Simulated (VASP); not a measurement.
# Be (P6_3/mmc) in VASP: notebook

Aim: see how the results for Be move with the level of theory and the settings. Levels: PBE, HSE06. Tasks: single point, relaxation of cell and atoms.

Program: VASP 6.6.1. These are calculated values, not measurements. Logs are shortened: lines on timing, memory, paths and dates and some standing lists are left out, and cuts for length are marked.

## (1) The cell of the first run

The structure is hexagonal, space group P6_3/mmc (No. 194). The conventional cell has a = 2.280 Å, b = 2.280 Å, c = 3.527 Å, α = 90.00°, β = 90.00°, γ = 120.00°. Within 2.9 Å of Be (site symmetry -6m2) lie 12 Be at 2.20 to 2.28 Å.

## (2) Single point, PBE

Contents of INCAR:

```
PREC = Accurate ; ENCUT = 520
EDIFF = 1E-7 ; ISMEAR = 0
SIGMA = 0.05 ; LREAL = F
LASPH = T ; NELM = 100
ALGO = Normal ; ISIF = 2
LWAVE = F ; LCHARG = F
GGA = PE ; NBANDS = 9
```

Contents of KPOINTS:

```
Automatic mesh
0
Gamma
  10 10 6
```

Contents of POSCAR:

```
Be
1.0
    2.2797618159      0.0000000000      0.0000000000
   -1.1398809080      1.9743316472      0.0000000000
    0.0000000000      0.0000000000      3.5273289525
Be
2
Direct
    0.3333333333      0.6666666667      0.7500000000
    0.6666666667      0.3333333333      0.2500000000
```

Potentials or basis: VASP PAW PBE potentials, release 64 (Be).

On the command line:

```
$ cat potpaw_PBE.64/Be/POTCAR > POTCAR
$ mpirun -np 1 vasp_std > vasp.out
```

OUTCAR:

```text
PREC = Accurate
   ENCUT = 520
   EDIFF = 1E-7
   ISMEAR = 0
   LREAL = F
   LASPH = T
   NELM = 100
   ISIF = 2
   GGA = PE

 ion  position               nearest neighbor table
   1  0.333  0.667  0.750-   2 2.20   2 2.20   2 2.20   2 2.20   2 2.20   2 2.20
   2  0.667  0.333  0.250-   1 2.20   1 2.20   1 2.20   1 2.20   1 2.20   1 2.20

  LATTYP: Found a hexagonal cell.
 ALAT       =     2.2797618159
 C/A-ratio  =     1.5472357366

  Lattice vectors:

 A1 = (   2.2797618159,   0.0000000000,   0.0000000000)
 A2 = (  -1.1398809080,   1.9743316472,   0.0000000000)
 A3 = (   0.0000000000,   0.0000000000,   3.5273289525)

Analysis of symmetry for initial positions (statically):
=====================================================================
 Subroutine PRICEL returns:
 Original cell was already a primitive cell.

 Routine SETGRP: Setting up the symmetry group for a
 hexagonal supercell.

 Subroutine GETGRP returns: Found 24 space group operations
 (whereof 12 operations were pure point group operations)
 out of a pool of 24 trial point group operations.

The static configuration has the point symmetry D_3d.
 The point group associated with its full space group is D_6h.

Analysis of symmetry for dynamics (positions and initial velocities):
=====================================================================
 Subroutine PRICEL returns:
 Original cell was already a primitive cell.

 Routine SETGRP: Setting up the symmetry group for a
 hexagonal supercell.

 Subroutine GETGRP returns: Found 24 space group operations
 (whereof 12 operations were pure point group operations)
 out of a pool of 24 trial point group operations.

The dynamic configuration has the point symmetry D_3d.
 The point group associated with its full space group is D_6h.

 Subroutine INISYM returns: Found 24 space group operations
 (whereof 12 operations are pure point group operations),
 and found     1 'primitive' translations

----------------------------------------------------------------------------------------

                                     Primitive cell

  volume of cell :      15.8765

  direct lattice vectors                    reciprocal lattice vectors
     2.279761816  0.000000000  0.000000000     0.438642315  0.253250259  0.000000000
    -1.139880908  1.974331647  0.000000000     0.000000000  0.506500517  0.000000000
     0.000000000  0.000000000  3.527328953     0.000000000  0.000000000  0.283500636

  length of vectors
     2.279761816  2.279761816  3.527328953     0.506500517  0.506500517  0.283500636

  position of ions in fractional coordinates (direct lattice)
     0.333333333  0.666666667  0.750000000
     0.666666667  0.333333333  0.250000000

  ion indices of the primitive-cell ions
   primitive index   ion index
                 1           1
                 2           2

----------------------------------------------------------------------------------------

 KPOINTS: Automatic mesh

Automatic generation of k-mesh.
 Grid dimensions read from file:
 generate k-points for:   10   10    6

 Generating k-lattice:

  Cartesian coordinates                     Fractional coordinates (reciprocal lattice)
     0.043864231  0.025325026  0.000000000     0.100000000  0.000000000  0.000000000
     0.000000000  0.050650052  0.000000000     0.000000000  0.100000000  0.000000000
     0.000000000  0.000000000  0.047250106     0.000000000  0.000000000  0.166666667

  Length of vectors
     0.050650052  0.050650052  0.047250106

  Shift w.r.t. Gamma in fractional coordinates (k-lattice)
     0.000000000  0.000000000  0.000000000

 Subroutine IBZKPT returns following result:
 ===========================================

 Found     56 irreducible k-points:

 Following reciprocal coordinates:
            Coordinates               Weight
  0.000000  0.000000  0.000000      1.000000
  0.100000  0.000000  0.000000      6.000000
  0.200000  0.000000  0.000000      6.000000
  0.300000  0.000000  0.000000      6.000000
  0.400000 -0.000000  0.000000      6.000000
  0.500000 -0.000000  0.000000      3.000000
[... 16 lines left out ...]
  0.300000  0.100000  0.166667     24.000000
  0.400000  0.100000  0.166667     24.000000
 [... further k-points ...]
   k-points           NKPTS =     56   k-points in BZ     NKDIM =     56   number of bands    NBANDS=      9
   number of dos      NEDOS =    301   number of ions     NIONS =      2
   total plane-waves  NPLWV =   9072
   dimension x,y,z NGX =    18 NGY =   18 NGZ =   28
   dimension x,y,z NGXF=    36 NGYF=   36 NGZF=   56
   ions per type =               2
   NGX,Y,Z   is equivalent  to a cutoff of  13.13, 13.13, 13.20 a.u.
   NGXF,Y,Z  is equivalent  to a cutoff of  26.25, 26.25, 26.39 a.u.
 SYSTEM =  unknown system
   PREC   = accura    normal or accurate (medium, high low for compatibility)
   ISTART =      0    job   : 0-new  1-cont  2-samecut
   ICHARG =      2    charge: 1-file 2-atom 10-const
   ISPIN  =      1    spin polarized calculation?
   LNONCOLLINEAR =      F non collinear calculations
   LSORBIT =      F    spin-orbit coupling
   LASPH  =      T    aspherical Exc in radial PAW
   ENCUT  =  520.0 eV  38.22 Ry    6.18 a.u.   4.24  4.24  6.56*2*pi/ulx,y,z
   NELM   =    100;   NELMIN=  2; NELMDL= -5     # of ELM steps
   EDIFF  = 0.1E-06   stopping-criterion for ELM
   LREAL  =      F    real-space projection
   EDIFFG = 0.1E-05   stopping-criterion for IOM
   NSW    =      0    number of steps for IOM
   IBRION =     -1    ionic relax: 0-MD 1-quasi-New 2-CG
   NFREE  =      0    steps in history (QN), initial steepest desc. (CG)
   ISIF   =      2    stress and relaxation
   ISYM   =      2    0-nonsym 1-usesym 2-fastsym
   POTIM  = 0.5000    time-step for ionic-motion
   TEBEG  =    0.0;   TEEND  =   0.0 temperature during run
   PSTRESS=    0.0 pullay stress
   NELECT =       4.0000    total number of electrons
   NUPDOWN=      -1.0000    fix difference up-down
   EMIN   =  10.00;   EMAX   =-10.00  energy-range for DOS
   EFERMI =   0.00;   METHOD = LEGACY
   ISMEAR =     0;   SIGMA  =   0.05  broadening in eV -4-tet -1-fermi 0-gaus
   EFERMI_NEDOS =   21; number of points for ismear=-14 and -15
   IALGO  =     38    algorithm
   IMIX   =      4    mixing-type and parameters
     AMIX     =   0.40;   BMIX     =  1.00
     AMIX_MAG =   1.60;   BMIX_MAG =  1.00
  volume/ion in A,a.u.               =       7.94        53.57
  Fermi-wavevector in a.u.,A,eV,Ry     =   1.033974  1.953928 14.546021  1.069102
  Thomas-Fermi vector in A             =   2.168247
   LORBIT       =      0    0 simple, 1 ext, 2 COOP (PROOUT), +10 PAW based schemes
   GGA     = PE    functional components
   LHFCALC =     F    Hartree Fock is set to
   AEXX    =    0.0000 exact exchange contribution
   IVDW    =     0    specifies the selected vdW correction
   LEPSILON=     F    determine dielectric tensor
   LRPA    =     F    only Hartree local field effects (RPA)
 non-spin polarized calculation
 Gauss-broadening in eV      SIGMA  =   0.05
  energy-cutoff  :      520.00
  volume of cell :       15.88
 maximum number of plane-waves:       439
 NGX is ok and might be reduce to    18
   NGX =  9   NGY =  9   NGZ = 13

 number of electron       4.0000000 magnetization

 Free energy of the ion-electron system (eV)
  ---------------------------------------------------
  ext. energy  EPLUGINS =         0.00000000
  ---------------------------------------------------
  free energy    TOTEN  =        -7.51014468 eV

  energy without entropy =       -7.51014221  energy(sigma->0) =       -7.51014344

 E-fermi :   6.9751     XC(G=0): -10.5914

 val. band max:        6.8513178837   @ k =   0.3000   0.2000   0.0000
 cond. band min:       7.0991303207   @ k =   0.3000   0.3000   0.3333
 fundamental gap:      0.2478124370
 Fermi energy:         6.9750881545

 k-point     1 :       0.0000    0.0000    0.0000
  band No.  band energies     occupation
      1      -4.3363      2.00000
      2       2.7311      2.00000
      3       8.3930      0.00000
      4      22.5830      0.00000
      5      22.5830      0.00000
      6      25.5172      0.00000
      7      25.5172      0.00000
      8      28.2004      0.00000
      9      33.7748      0.00000

 k-point     2 :       0.1000    0.0000    0.0000
  band No.  band energies     occupation
      1      -4.0523      2.00000
      2       3.1019      2.00000
      3       8.4660      0.00000
      4      20.5002      0.00000
      5      21.1658      0.00000
      6      25.5423      0.00000
      7      26.1434      0.00000
      8      27.4953      0.00000
      9      30.6694      0.00000

 k-point     3 :       0.2000    0.0000    0.0000
  band No.  band energies     occupation
      1      -3.1992      2.00000
      2       4.2099      2.00000
      3       8.5809      0.00000
      4      16.6553      0.00000
      5      19.1044      0.00000
      6      24.8466      0.00000
      7      24.9068      0.00000
      8      25.8828      0.00000
      9      27.1096      0.00000

 k-point     4 :       0.3000    0.0000    0.0000
  band No.  band energies     occupation
      1      -1.7796      2.00000
      2       6.0372      2.00000
      3       8.0593      0.00000
      4      13.7402      0.00000
      5      17.4622      0.00000
      6      20.6209      0.00000
      7      21.8085      0.00000
      8      24.9519      0.00000
      9      26.3373      0.00000

 k-point     5 :       0.4000   -0.0000    0.0000
  band No.  band energies     occupation
      1       0.1664      2.00000
      2       5.8761      2.00000
      3       8.5084      0.00000
      4      13.3577      0.00000
      5      16.3309      0.00000
      6      16.4387      0.00000
      7      18.7252      0.00000
      8      24.1996      0.00000
      9      26.3366      0.00000

 k-point     6 :       0.5000   -0.0000    0.0000
  band No.  band energies     occupation
      1       1.9401      2.00000
      2       3.7894      2.00000
      3      10.6495      0.00000
      4      13.5443      0.00000
      5      13.9308      0.00000
      6      16.0929      0.00000
      7      17.1876      0.00000
      8      23.9266      0.00000
      9      26.3617      0.00000
[... 169 lines left out ...]
 k-point    21 :       0.1000    0.1000    0.1667
  band No.  band energies     occupation
      1      -3.2364      2.00000
      2       2.4835      2.00000
      3      10.4854      0.00000
      4      18.3722      0.00000
      5      19.1000      0.00000
      6      24.3264      0.00000
      7      24.8243      0.00000
      8      25.6054      0.00000
      9      30.0647      0.00000

 k-point    22 :       0.2000    0.1000    0.1667
  band No.  band energies     occupation
      1      -2.0974      2.00000
      2       3.7167      2.00000
      3      10.6026      0.00000
      4      14.8349      0.00000
      5      17.0839      0.00000
      6      21.1517      0.00000
      7      23.2560      0.00000
      8      24.8025      0.00000
      9      28.7915      0.00000

 k-point    23 :       0.3000    0.1000    0.1667
  band No.  band energies     occupation
      1      -0.4029      2.00000
      2       5.2012      2.00000
      3       9.3098      0.00000
      4      13.4325      0.00000
      5      15.0243      0.00000
      6      18.0833      0.00000
      7      21.8368      0.00000
      8      23.1526      0.00000
      9      27.9477      0.00000

 k-point    24 :       0.4000    0.1000    0.1667
  band No.  band energies     occupation
      1       1.7121      2.00000
      2       4.6823      2.00000
      3       9.2946      0.00000
      4      12.1489      0.00000
      5      13.9789      0.00000
      6      16.8877      0.00000
      7      20.2794      0.00000
      8      22.1523      0.00000
      9      27.6877      0.00000

 [... further k-points ...]
[... 5 lines left out ...]
  --------------------------------------------------------------------------------------
  -------------------------------------------------------------------------------------
  Total        0.0111387      0.0111387      0.0262623     -0.0000000      0.0000000      0.0000000
  in kB        1.1240649      1.1240649      2.6502514     -0.0000000      0.0000000      0.0000000
  external PRESSURE =       1.6327938 kB  Pullay stress =       0.0000000 kB

 VOLUME and BASIS-vectors are now :
 -----------------------------------------------------------------------------
  energy-cutoff  :      520.00
  volume of cell :       15.88
      direct lattice vectors                 reciprocal lattice vectors
     2.279761816  0.000000000  0.000000000     0.438642315  0.253250259  0.000000000
    -1.139880908  1.974331647  0.000000000     0.000000000  0.506500517  0.000000000
     0.000000000  0.000000000  3.527328953     0.000000000  0.000000000  0.283500636

 POSITION                                       TOTAL-FORCE (eV/Angst)
 -----------------------------------------------------------------------------------
     -0.00000      1.31622      2.64550         0.000000      0.000000      0.000000
      1.13988      0.65811      0.88183        -0.000000     -0.000000      0.000000
 -----------------------------------------------------------------------------------
    total drift:                                0.000000     -0.000000      0.000000

  FREE ENERGIE OF THE ION-ELECTRON SYSTEM (eV)
  ---------------------------------------------------
  free  energy   TOTEN  =        -7.5101446787 eV

  energy  without entropy=       -7.5101422084  energy(sigma->0) =       -7.51014344
```

It took 4.7 s on 1 thread of Intel Xeon Platinum 8488C (Sapphire Rapids), shared host; peak memory 0.12 GiB.

Results:

| Item | Value |
| --- | --- |
| Free energy | -7.5101 eV |
| Pressure | 0.2 GPa |
| Band gap on the k mesh | zero (bands 2 and 3 overlap by 0.78 eV) |

## (3) Relaxation of cell and atoms, PBE

This run uses another cell than the first one, of 8.15 Å³/atom.

Contents of INCAR:

```
ALGO = Normal
EDIFF = 1E-6
EDIFFG = -0.03
ENCUT = 600
GGA = PE
IBRION = 2
ISIF = 3
ISMEAR = 0
LASPH = T
LCHARG = F
LREAL = F
LWAVE = F
NELM = 80
NSW = 80
PREC = Accurate
SIGMA = 0.05
```

Contents of KPOINTS:

```
k-points
0
Gamma
  10 10 6
```

Contents of POSCAR:

```
Be
1.0
    2.2900000000      0.0000000000      0.0000000000
   -1.1450000000      1.9831981747      0.0000000000
    0.0000000000      0.0000000000      3.5884300000
Be
2
Direct
    0.3333333333      0.6666666667      0.7500000000
    0.6666666667      0.3333333333      0.2500000000
```

Potentials or basis: VASP PAW PBE potentials, release 64 (Be).

On the command line:

```
$ cat potpaw_PBE.64/Be/POTCAR > POTCAR
$ mpirun -np 1 vasp_std > vasp.out
```

Run time: 4.7 s. Hardware: 1 thread of Intel Xeon Platinum 8488C (Sapphire Rapids), shared host; peak memory 0.12 GiB.

The run converged. Its results:

```yaml
Free_energy: -7.5101 eV
Relaxed_volume: 7.97 Å³/atom
Relaxed_cell: a = 2.282 Å, b = 2.282 Å, c = 3.534 Å, α = 90.00°, β = 90.00°, γ = 120.00°
Space_group_after_relaxing_to_0.1_Å: P6_3/mmc (No. 194)
Energy_gained_by_relaxing: 2.9 meV/atom
Ionic_steps: 2
Pressure_after_relaxing: -0.3 GPa
Band_gap_on_the_k_mesh: zero (bands 2 and 3 overlap by 0.77 eV)
```

Stress tensor (GPa, compression positive):
```
-0.19  0.00  0.00
 0.00 -0.19  0.00
 0.00  0.00 -0.46
```

The path:
| step | energy change (eV) | largest force (eV/Å) | pressure (GPa) | volume (Å³) |
| --- | --- | --- | --- | --- |
| 1 | 0.0000 | 0.0000 | -3.06 | 16.30 |
| 2 | -0.0059 | 0.0000 | -0.28 | 15.93 |

Final structure:
```xyz
2
Lattice="2.2817 0.0000 0.0000 -1.1408 1.9760 0.0000 0.0000 0.0000 3.5338" Properties=species:S:1:pos:R:3 pbc="T T T"
Be    0.0000    1.3173    2.6503
Be    1.1408    0.6587    0.8834
```

Levels at points of the mesh, in eV from the Fermi level:
| k point | band 1 | band 2 | band 3 | band 4 | band 5 | band 6 |
| --- | --- | --- | --- | --- | --- | --- |
| (0.00, 0.00, 0.00) | -11.30 | -4.25 | 1.38 | 15.58 | 15.58 | 18.50 |
| (0.50, 0.00, 0.00) | -5.02 | -3.18 | 3.66 | 6.55 | 6.91 | 9.10 |
| (0.00, 0.00, 0.50) | -9.09 | -9.09 | 11.15 | 11.15 | 17.29 | 17.29 |
| (0.50, 0.00, 0.50) | -3.61 | -3.61 | 1.51 | 1.51 | 11.77 | 11.77 |

## (4) Single point, HSE06

Contents of POSCAR:

```
Be
1.0
    2.2797618159      0.0000000000      0.0000000000
   -1.1398809080      1.9743316472      0.0000000000
    0.0000000000      0.0000000000      3.5273289525
Be
2
Direct
    0.3333333333      0.6666666667      0.7500000000
    0.6666666667      0.3333333333      0.2500000000
```

Contents of INCAR.step1:

```
ALGO     = Normal         # electronic algorithm
EDIFF    = 1E-5           # SCF threshold, eV
ENCUT    = 520            # plane-wave cutoff, eV
GGA      = PE             # functional
ISIF     = 2              # what is computed and relaxed
ISMEAR   = 0              # smearing method
LASPH    = True           # aspherical terms in the spheres
LCHARG   = False          # write CHGCAR
LREAL    = False          # projectors in reciprocal space
LWAVE    = True           # write WAVECAR
NBANDS   = 9              # bands
NELM     = 100            # most SCF steps
PREC     = Accurate       # precision mode
SIGMA    = 0.05           # smearing width, eV
```

Contents of INCAR.step2:

```
ALGO     = Normal         # electronic algorithm
EDIFF    = 1E-6           # SCF threshold, eV
ENCUT    = 520            # plane-wave cutoff, eV
GGA      = PE             # functional
HFSCREEN = 0.2079         # screening, 1/A
ISIF     = 2              # what is computed and relaxed
ISMEAR   = 0              # smearing method
ISTART   = 1            
LASPH    = True           # aspherical terms in the spheres
LCHARG   = False          # write CHGCAR
LHFCALC  = True           # exact exchange
LREAL    = False          # projectors in reciprocal space
LWAVE    = False          # write WAVECAR
NBANDS   = 9              # bands
NELM     = 100            # most SCF steps
PREC     = Accurate       # precision mode
PRECFOCK = Normal       
SIGMA    = 0.05           # smearing width, eV
```

KPOINTS is that of step 3.

On the command line:

```
$ cat potpaw_PBE.64/Be/POTCAR > POTCAR
$ cp INCAR.step1 INCAR
$ mpirun -np 1 vasp_std > vasp.out
$ cp INCAR.step2 INCAR
$ mpirun -np 1 vasp_std > vasp.out
```

It took 8.3 min on 1 thread of Intel Xeon Platinum 8488C (Sapphire Rapids), shared host; peak memory 0.24 GiB.

The run converged. Its results:

```
Free energy            : -7.5857 eV
Pressure               : -0.5 GPa
Band gap on the k mesh : zero (bands 2 and 3 overlap by 0.92 eV)
```

Stress tensor (GPa, compression positive):
```
-0.33  0.00  0.00
 0.00 -0.33  0.00
 0.00  0.00 -0.92
```

Levels at points of the mesh, in eV from the Fermi level:
```
           k point  band 1  band 2  band 3  band 4  band 5
(0.00, 0.00, 0.00)  -12.97   -4.87    1.71   16.92   16.92
(0.50, 0.00, 0.00)   -5.74   -3.76    4.26    7.20    7.79
(0.00, 0.00, 0.50)  -10.46  -10.46   12.24   12.24   18.70
(0.50, 0.00, 0.50)   -4.19   -4.19    1.82    1.82   12.93
```

Caveat: the PAW data sets were made with another functional, which shifts forces and pressure a little.

## (5) Overview

| task | level | cell | cutoff (eV) | grid for exact exchange (PRECFOCK) | share of exact exchange | screening parameter | gap on the mesh (eV) | pressure (GPa) |
| --- | --- | --- | --- | --- | --- | --- | --- | --- |
| single point | PBE | a = 2.280, b = 2.280, c = 3.527 Å, angles 90.0, 90.0, 120.0°, 2 atoms | 520 | - | - | - | none | 0.2 |
| relaxation of cell and atoms | PBE | relaxed from a = 2.290, b = 2.290, c = 3.588 Å, angles 90.0, 90.0, 120.0°, 2 atoms | 600 | - | - | - | none | -0.3 |
| single point | HSE06 | a = 2.280, b = 2.280, c = 3.527 Å, angles 90.0, 90.0, 120.0°, 2 atoms | 520 | Normal | 0.25 | 0.2079 1/Å | none | -0.5 |

Alike in all rows: potentials or basis VASP PAW PBE potentials, release 64 (Be); no spin polarisation; k mesh 10 × 10 × 6; smearing gaussian 0.05 eV.

Caveats: the PAW data sets were made with another functional, which shifts forces and pressure a little (at least some runs).

Absolute energies hang on the potentials; compare differences alone.
